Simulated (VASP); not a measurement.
A run of VASP 6.6.1 is set up as follows.

File INCAR:

```
SYSTEM = BN
PREC = Accurate
ENCUT = 520
EDIFF = 1E-8
ISMEAR = -1
SIGMA = 0.02
LREAL = .False.
LASPH = .True.
NELM = 80
ALGO = Normal
ISIF = 2
LWAVE = .False.
LCHARG = .False.
GGA = PE
LEFG = .True.
NBANDS = 16
```

Contents of KPOINTS:

```
regular mesh
0
Gamma
  12 12 7
  0 0 0
```

POSCAR

```
BN
1.0
    2.5539396017      0.0000000000      0.0000000000
   -1.2769698009      2.2117765748      0.0000000000
    0.0000000000      0.0000000000      4.2268550000
B N
2 2
Direct
    0.6666666667      0.3333333333      0.9997240000
    0.3333333333      0.6666666667      0.4997240000
    0.6666666667      0.3333333333      0.6252760000
    0.3333333333      0.6666666667      0.1252760000
```

Potentials or basis: VASP PAW PBE potentials, release 64 (B, N).

Command:

```bash
$ cat potpaw_PBE.64/B/POTCAR potpaw_PBE.64/N/POTCAR > POTCAR
$ mpirun -np 1 vasp_std > vasp.out
```

(1) Estimate the largest force.

(2) What does it give for the band gap on the k mesh?

(3) Predict the pressure.

Answers

(1) 0.014 eV/Å.

(2) 5.20 eV (least direct gap 8.23 eV).

(3) 0.2 GPa.

Caveat: without QUAD_EFG the Cq values of the log hold for a quadrupole moment of 1 mb, not for the nuclei; an odd mesh through Γ misses points on the zone boundary, where band edges can lie.
